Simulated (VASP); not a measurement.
The system is BeS5.

```xyz
6
Lattice="5.4319 0.0000 0.0000 -2.7160 4.7042 0.0000 0.0000 0.0000 5.9858" Properties=species:S:1:pos:R:3 pbc="T T T"
Be    0.0000    0.0000    2.9929
S     0.0000    3.1361    2.0349
S     2.7160    1.5681    2.0349
S     2.7160    1.5681    3.9509
S     0.0000    3.1361    3.9509
S     0.0000    0.0000    0.0000
```

```yaml
Program: VASP 6.6.1
Task: relaxation of cell and atoms
Functional: PBE
Potentials_or_basis: VASP PAW PBE potentials, release 64 (Be, S)
Cutoff: 600 eV
k_mesh: 6 × 6 × 4
Occupations: gaussian, width 0.1 eV
Spin: no spin polarisation
```

At the start: pressure -5.1 GPa; volume 25.49 Å³/atom.

Q: How do energy, volume and symmetry change on relaxing?

A: Over 25 steps the energy falls by 328.1 meV/atom and the volume is 18.98 Å³/atom (-25.6 %); space group P6/mmm (No. 191, to 0.05 Å).

Step by step:
```
step  energy change (eV)  largest force (eV/Å)  pressure (GPa)  volume (Å³)
   1              0.0000                0.2398           -5.10       152.95
   2             -0.3636                3.5346            0.29       135.63
   3             -0.3637                3.5001            0.23       135.77
   4             -0.5048                3.3961            0.39       132.46
   5             -0.8729                3.1479            1.37       122.83
   6             -1.2403                2.9055            6.55       104.94
   7             -1.2266                2.9000            8.98       100.16
   8             -1.4820                0.5618            3.79       101.53
   9             -1.4976                0.0764            2.34       102.00
  10             -1.5503                0.0522            1.98       102.84
  11             -1.6876                0.0206            1.06       105.36
  12             -1.8731                0.2119           -0.06       110.34
  13             -1.9232                0.7563            0.16       119.98
  14             -1.9482                0.5851           -0.23       116.83
  15             -1.9264                0.8744           -2.36       118.17
  16             -1.9580                0.0398           -1.04       117.29
  17             -1.9657                0.0558           -0.35       115.90
  18             -1.9662                0.0608           -0.10       115.42
  19             -1.9665                0.1688           -0.36       115.00
  20             -1.9669                0.0710           -0.25       115.18
  21             -1.9679                0.0437           -0.07       114.58
  22             -1.9683                0.0140            0.14       113.92
  23             -1.9686                0.0563           -0.03       113.90
  24             -1.9686                0.0546           -0.02       113.90
  25             -1.9687                0.0351            0.07       113.86
```

Final structure:
```
Be S
1.0
     5.38642    0.00000    0.00000
    -2.69321    4.66478    0.00000
     0.00000    0.00000    4.53145
Be S
1 5
Direct
  0.00000 0.00000 0.50000
  0.33333 0.66667 0.29100
  0.66667 0.33333 0.29100
  0.66667 0.33333 0.70900
  0.33333 0.66667 0.70900
  0.00000 0.00000 0.00000
```

Caveat: the volume moved by over 15 % at a fixed basis, so the end points are rough.
